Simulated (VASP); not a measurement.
Write the native input for VASP 6.6.1 that does the following.

```
Task                   : single point
Functional             : r2SCAN
Potentials or basis    : VASP PAW PBE potentials, release 64 (Ti_sv, O)
Cutoff                 : 520 eV
k mesh                 : 6 × 6 × 10
Occupations            : gaussian, width 0.02 eV
Spin                   : no spin polarisation
Dipole correction      : no
Further INCAR settings : ALGO = Normal; EDIFF = 1e-06; NBANDS = 33
```

The system is TiO2.

```xyz
6
Lattice="4.5964 0.0000 0.0000 0.0000 4.5964 0.0000 0.0000 0.0000 2.9541" Properties=species:S:1:pos:R:3 pbc="T T T"
Ti    2.2982    2.2982    0.0000
Ti    0.0000    0.0000    1.4770
O     3.1962    3.1962    1.4770
O     3.6985    0.8980    0.0000
O     0.8980    3.6985    0.0000
O     1.4003    1.4003    1.4770
```

One way to write it, as run:

POSCAR

```
TiO2
1.0
    4.5964475641      0.0000000000      0.0000000000
    0.0000000000      4.5964475641      0.0000000000
    0.0000000000      0.0000000000      2.9540545192
Ti O
2 4
Direct
    0.5000000000      0.5000000000      0.0000000000
    0.0000000000      0.0000000000      0.5000000000
    0.6953609388      0.6953609388      0.5000000000
    0.8046390612      0.1953609388      0.0000000000
    0.1953609388      0.8046390612      0.0000000000
    0.3046390612      0.3046390612      0.5000000000
```

INCAR.step1

```
SYSTEM = TiO2
ALGO = Normal
EDIFF = 1E-4
ENCUT = 520
GGA = PE
ISMEAR = 0
LASPH = .True.
LCHARG = .False.
LREAL = .False.
LWAVE = .True.
NBANDS = 33
NELM = 60
PREC = Accurate
SIGMA = 0.02
```

INCAR.step2

```
SYSTEM = TiO2
ALGO = Normal
EDIFF = 1E-6
ENCUT = 520
ISIF = 2
ISMEAR = 0
ISTART = 1
LASPH = .True.
LCHARG = .True.
LELF = .True.
LMIXTAU = .True.
LREAL = .False.
LVHAR = .True.
LWAVE = .False.
METAGGA = R2SCAN
NBANDS = 33
NELM = 60
PREC = Accurate
SIGMA = 0.02
```

KPOINTS

```
k-points
0
Gamma
  6 6 10
  0 0 0
```

Potentials or basis: VASP PAW PBE potentials, release 64 (Ti_sv, O).

Command:

```bash
$ cat potpaw_PBE.64/Ti_sv/POTCAR potpaw_PBE.64/O/POTCAR > POTCAR
$ cp INCAR.step1 INCAR
$ mpirun -np 1 vasp_std > vasp.out
$ cp INCAR.step2 INCAR
$ mpirun -np 1 vasp_std > vasp.out
```

It gave:

```yaml
Pressure: 1.3 GPa
Largest_force: 0.037 eV/Å
Band_gap_on_the_k_mesh: 2.23 eV
```

Caveat: the PAW data sets were made with another functional, which shifts forces and pressure a little.

It took 2.6 min on 1 thread of Intel(R) Xeon(R) 6975P-C (Granite Rapids), on a shared host, peak memory 0.24 GiB.
